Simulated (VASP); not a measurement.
The system is TlBr.

```
Tl Br
1.0
     3.94518    0.00000    0.00000
     0.00000    3.94518    0.00000
     0.00000    0.00000    3.94518
Tl Br
1 1
Direct
  0.00000 0.00000 0.00000
  0.50000 0.50000 0.50000
```

Base run:

```yaml
Program: VASP 6.6.1
Functional: HF
Potentials_or_basis: VASP PAW PBE potentials, release 64 (Tl_d, Br)
Cutoff: 400 eV
k_mesh: 4 × 4 × 4
Occupations: gaussian, width 0.01 eV
Spin: no spin polarisation
```

Its results: band gap on the k mesh 7.71 eV; pressure 6.5 GPa.

**Question.** The run is repeated on the same cell with these changes: functional from HF to PBE0; share of exact exchange from 1 to 0.25. What comes out?

**Answer.** Band gap on the k mesh 3.14 eV; pressure 1.4 GPa.

Caveats: the PAW data sets were made with another functional, which shifts forces and pressure a little; spin-orbit coupling is left out, which moves the levels of the heavy elements; the cell stands under pressure (at least some runs).

A k mesh can miss the band edges.
